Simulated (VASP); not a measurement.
# Hf5TiN6 (P-6m2) in VASP: further runs, part 2 of 2

VASP 6.6.1. Earlier steps stand in the parts before.

## (3) Single point, PBE

INCAR reads:

```
PREC = Accurate
ENCUT = 520
EDIFF = 1E-6
ISMEAR = 0
SIGMA = 0.1
LREAL = False
LASPH = True
NELM = 100
ALGO = Normal
ISIF = 2
LWAVE = False
LCHARG = False
GGA = PE
NBANDS = 58
```

KPOINTS reads:

```
regular mesh
0
Gamma
  12 12 4
```

POSCAR reads:

```
Hf5TiN6
1.0
    3.1286009744      0.0000000000      0.0000000000
   -1.5643004872      2.7094479222      0.0000000000
    0.0000000000      0.0000000000     16.2055983000
Hf Ti N
5 1 6
Direct
    0.3333333333      0.6666666667      0.1614430000
    0.3333333333      0.6666666667      0.5000000000
    0.3333333333      0.6666666667      0.8385570000
    0.0000000000      0.0000000000      0.3307730000
    0.0000000000      0.0000000000      0.6692270000
    0.0000000000      0.0000000000      0.0000000000
    0.6666666667      0.3333333333      0.9214320000
    0.6666666667      0.3333333333      0.2468210000
    0.6666666667      0.3333333333      0.5843810000
    0.6666666667      0.3333333333      0.0785680000
    0.6666666667      0.3333333333      0.4156190000
    0.6666666667      0.3333333333      0.7531790000
```

Potentials or basis: VASP PAW PBE potentials, release 64 (Hf_pv, Ti_sv, N).

Launch:

```sh
> cat potpaw_PBE.64/Hf_pv/POTCAR potpaw_PBE.64/Ti_sv/POTCAR potpaw_PBE.64/N/POTCAR > POTCAR
> mpirun -np 1 vasp_std > vasp.out
```

OUTCAR:

```text
PREC = Accurate
   ENCUT = 520
   EDIFF = 1E-6
   ISMEAR = 0
   LREAL = False
   LASPH = True
   NELM = 100
   ISIF = 2
   GGA = PE

 ion  position               nearest neighbor table
   1  0.333  0.667  0.161-  10 2.25  10 2.25  10 2.25   8 2.28   8 2.28   8 2.28   6 3.18   6 3.18
                             6 3.18   4 3.29   4 3.29   4 3.29
   2  0.333  0.667  0.500-   9 2.27  11 2.27   9 2.27  11 2.27   9 2.27  11 2.27   4 3.28   5 3.28
                             4 3.28   5 3.28   4 3.28   5 3.28
   3  0.333  0.667  0.839-   7 2.25   7 2.25   7 2.25  12 2.28  12 2.28  12 2.28   6 3.18   6 3.18
                             6 3.18   5 3.29   5 3.29   5 3.29
   4  0.000  0.000  0.331-   8 2.26   8 2.26   8 2.26  11 2.27  11 2.27  11 2.27   2 3.28   2 3.28
                             2 3.28   1 3.29   1 3.29   1 3.29
   5  0.000  0.000  0.669-  12 2.26  12 2.26  12 2.26   9 2.27   9 2.27   9 2.27   2 3.28   2 3.28
                             2 3.28   3 3.29   3 3.29   3 3.29
   6  0.000  0.000  0.000-   7 2.21  10 2.21   7 2.21  10 2.21   7 2.21  10 2.21   1 3.18   3 3.18
                             1 3.18   3 3.18   1 3.18   3 3.18
   7  0.667  0.333  0.921-   6 2.21   6 2.21   6 2.21   3 2.25   3 2.25   3 2.25
   8  0.667  0.333  0.247-   4 2.26   4 2.26   4 2.26   1 2.28   1 2.28   1 2.28
   9  0.667  0.333  0.584-   2 2.27   2 2.27   2 2.27   5 2.27   5 2.27   5 2.27
  10  0.667  0.333  0.079-   6 2.21   6 2.21   6 2.21   1 2.25   1 2.25   1 2.25
  11  0.667  0.333  0.416-   2 2.27   2 2.27   2 2.27   4 2.27   4 2.27   4 2.27
  12  0.667  0.333  0.753-   5 2.26   5 2.26   5 2.26   3 2.28   3 2.28   3 2.28

  LATTYP: Found a hexagonal cell.
 ALAT       =     3.1286009744
 C/A-ratio  =     5.1798226852

  Lattice vectors:

 A1 = (   3.1286009744,   0.0000000000,   0.0000000000)
 A2 = (  -1.5643004872,   2.7094479222,   0.0000000000)
 A3 = (   0.0000000000,   0.0000000000,  16.2055983000)

Analysis of symmetry for initial positions (statically):
=====================================================================
 Subroutine PRICEL returns:
 Original cell was already a primitive cell.

 Routine SETGRP: Setting up the symmetry group for a
 hexagonal supercell.

 Subroutine GETGRP returns: Found 12 space group operations
 (whereof 12 operations were pure point group operations)
 out of a pool of 24 trial point group operations.

The static configuration has the point symmetry D_3h.

Analysis of symmetry for dynamics (positions and initial velocities):
=====================================================================
 Subroutine PRICEL returns:
 Original cell was already a primitive cell.

 Routine SETGRP: Setting up the symmetry group for a
 hexagonal supercell.

 Subroutine GETGRP returns: Found 12 space group operations
 (whereof 12 operations were pure point group operations)
 out of a pool of 24 trial point group operations.

The dynamic configuration has the point symmetry D_3h.

 Subroutine INISYM returns: Found 12 space group operations
 (whereof 12 operations are pure point group operations),
 and found     1 'primitive' translations

----------------------------------------------------------------------------------------

                                     Primitive cell

  volume of cell :     137.3713

  direct lattice vectors                    reciprocal lattice vectors
     3.128600974  0.000000000  0.000000000     0.319631685  0.184539439  0.000000000
[... 90 lines left out ...]
   total plane-waves  NPLWV =  72576
   dimension x,y,z NGX =    24 NGY =   24 NGZ =  126
   dimension x,y,z NGXF=    48 NGYF=   48 NGZF=  252
   ions per type =               5   1   6
   NGX,Y,Z   is equivalent  to a cutoff of  12.75, 12.75, 12.93 a.u.
   NGXF,Y,Z  is equivalent  to a cutoff of  25.51, 25.51, 25.85 a.u.
 SYSTEM =  unknown system
   PREC   = accura    normal or accurate (medium, high low for compatibility)
   ISTART =      0    job   : 0-new  1-cont  2-samecut
   ICHARG =      2    charge: 1-file 2-atom 10-const
   ISPIN  =      1    spin polarized calculation?
   LNONCOLLINEAR =      F non collinear calculations
   LSORBIT =      F    spin-orbit coupling
   LASPH  =      T    aspherical Exc in radial PAW
   ENCUT  =  520.0 eV  38.22 Ry    6.18 a.u.   5.82  5.82 30.13*2*pi/ulx,y,z
   NELM   =    100;   NELMIN=  2; NELMDL= -5     # of ELM steps
   EDIFF  = 0.1E-05   stopping-criterion for ELM
   LREAL  =      F    real-space projection
   EDIFFG = 0.1E-04   stopping-criterion for IOM
   NSW    =      0    number of steps for IOM
   IBRION =     -1    ionic relax: 0-MD 1-quasi-New 2-CG
   NFREE  =      0    steps in history (QN), initial steepest desc. (CG)
   ISIF   =      2    stress and relaxation
   ISYM   =      2    0-nonsym 1-usesym 2-fastsym
   POTIM  = 0.5000    time-step for ionic-motion
   TEBEG  =    0.0;   TEEND  =   0.0 temperature during run
   PSTRESS=    0.0 pullay stress
   NELECT =      92.0000    total number of electrons
   NUPDOWN=      -1.0000    fix difference up-down
   EMIN   =  10.00;   EMAX   =-10.00  energy-range for DOS
   EFERMI =   0.00;   METHOD = LEGACY
   ISMEAR =     0;   SIGMA  =   0.10  broadening in eV -4-tet -1-fermi 0-gaus
   EFERMI_NEDOS =   21; number of points for ismear=-14 and -15
   IALGO  =     38    algorithm
   IMIX   =      4    mixing-type and parameters
     AMIX     =   0.40;   BMIX     =  1.00
     AMIX_MAG =   1.60;   BMIX_MAG =  1.00
  volume/ion in A,a.u.               =      11.45        77.25
  Fermi-wavevector in a.u.,A,eV,Ry     =   1.432316  2.706684 27.912737  2.051528
  Thomas-Fermi vector in A             =   2.551957
   LORBIT       =      0    0 simple, 1 ext, 2 COOP (PROOUT), +10 PAW based schemes
   GGA     = PE    functional components
   LHFCALC =     F    Hartree Fock is set to
   AEXX    =    0.0000 exact exchange contribution
   IVDW    =     0    specifies the selected vdW correction
   LEPSILON=     F    determine dielectric tensor
   LRPA    =     F    only Hartree local field effects (RPA)
 non-spin polarized calculation
 Gauss-broadening in eV      SIGMA  =   0.10
  energy-cutoff  :      520.00
  volume of cell :      137.37
 maximum number of plane-waves:      3728
 NGX is ok and might be reduce to    24
   NGX = 11   NGY = 11   NGZ = 61

 number of electron      91.9999992 magnetization

 Free energy of the ion-electron system (eV)
  ---------------------------------------------------
  ext. energy  EPLUGINS =         0.00000000
  ---------------------------------------------------
  free energy    TOTEN  =      -127.69398448 eV

  energy without entropy =     -127.67378289  energy(sigma->0) =     -127.68388369

 E-fermi :   8.1346     XC(G=0): -12.6600

 val. band max:        8.1326371754   @ k =   0.0833   0.0833   0.0000
 cond. band min:       8.1362742051   @ k =   0.3333   0.0000   0.2500
 fundamental gap:      0.0036370297
 Fermi energy:         8.1346313360

 k-point     1 :       0.0000    0.0000    0.0000
  band No.  band energies     occupation
      1     -49.6676      2.00000
      2     -26.0362      2.00000
      3     -25.7436      2.00000
      4     -25.7436      2.00000
      5     -23.4702      2.00000
      6     -23.3307      2.00000
[... 1453 lines left out ...]
     57      11.8830      0.00000
     58      12.0921      0.00000

 [... further k-points ...]
[... 5 lines left out ...]
  --------------------------------------------------------------------------------------
  -------------------------------------------------------------------------------------
  Total       -1.6279215     -1.6279215     -1.6069683      0.0000000      0.0000000      0.0000000
  in kB      -18.9866341    -18.9866341    -18.7422546      0.0000000      0.0000000      0.0000000
  external PRESSURE =     -18.9051743 kB  Pullay stress =       0.0000000 kB

 VOLUME and BASIS-vectors are now :
 -----------------------------------------------------------------------------
  energy-cutoff  :      520.00
  volume of cell :      137.37
      direct lattice vectors                 reciprocal lattice vectors
     3.128600974  0.000000000  0.000000000     0.319631685  0.184539439  0.000000000
    -1.564300487  2.709447922  0.000000000     0.000000000  0.369078878  0.000000000
     0.000000000  0.000000000 16.205598300     0.000000000  0.000000000  0.061707071

 POSITION                                       TOTAL-FORCE (eV/Angst)
 -----------------------------------------------------------------------------------
     -0.00000      1.80630      2.61628        -0.000000      0.000000      0.008575
     -0.00000      1.80630      8.10280        -0.000000      0.000000     -0.000000
     -0.00000      1.80630     13.58932         0.000000     -0.000000     -0.008575
      0.00000      0.00000      5.36037         0.000000      0.000000     -0.001043
      0.00000      0.00000     10.84522         0.000000      0.000000      0.001043
      0.00000      0.00000      0.00000         0.000000      0.000000     -0.000000
      1.56430      0.90315     14.93236        -0.000000      0.000000     -0.116842
      1.56430      0.90315      3.99988         0.000000     -0.000000     -0.000840
      1.56430      0.90315      9.47024         0.000000     -0.000000      0.000473
      1.56430      0.90315      1.27324        -0.000000      0.000000      0.116842
      1.56430      0.90315      6.73535        -0.000000     -0.000000     -0.000473
      1.56430      0.90315     12.20572         0.000000     -0.000000      0.000840
 -----------------------------------------------------------------------------------
    total drift:                               -0.000001      0.000000      0.000000

  FREE ENERGIE OF THE ION-ELECTRON SYSTEM (eV)
  ---------------------------------------------------
  free  energy   TOTEN  =      -127.6939844829 eV

  energy  without entropy=     -127.6737828923  energy(sigma->0) =     -127.68388369
```

Run time: 16 min. Hardware: 1 thread of Intel Xeon 6975P-C, shared host; peak memory 0.51 GiB.

Results:

* Free energy: -127.6940 eV
* Pressure: -1.9 GPa
* Largest force: 0.117 eV/Å
* Band gap on the k mesh: zero (band 46 reaches 8.79 eV, above the bottom of band 47 at 7.80 eV)

Forces on the atoms (eV/Å):
```
Hf   0.000  0.000  0.009
Hf   0.000  0.000  0.000
Hf   0.000  0.000 -0.009
Hf   0.000  0.000 -0.001
Hf   0.000  0.000  0.001
Ti   0.000  0.000  0.000
N    0.000  0.000 -0.117
N    0.000  0.000 -0.001
N    0.000  0.000  0.000
N    0.000  0.000  0.117
N    0.000  0.000  0.000
N    0.000  0.000  0.001
```

Levels at points of the mesh, in eV from the Fermi level:
| k point | band 44 | band 45 | band 46 | band 47 | band 48 | band 49 |
| --- | --- | --- | --- | --- | --- | --- |
| (0.00, 0.00, 0.00) | -0.58 | 0.52 | 0.52 | 0.77 | 1.01 | 1.01 |
| (0.50, 0.00, 0.00) | -2.29 | -1.10 | -0.86 | 0.53 | 0.73 | 1.93 |
| (0.00, 0.00, 0.50) | 0.04 | 0.37 | 0.65 | 0.65 | 0.97 | 0.97 |
| (0.50, 0.00, 0.50) | -1.82 | -1.58 | -0.31 | -0.11 | 1.43 | 1.54 |

Caveat: spin-orbit coupling is left out, which moves the levels of the heavy elements.
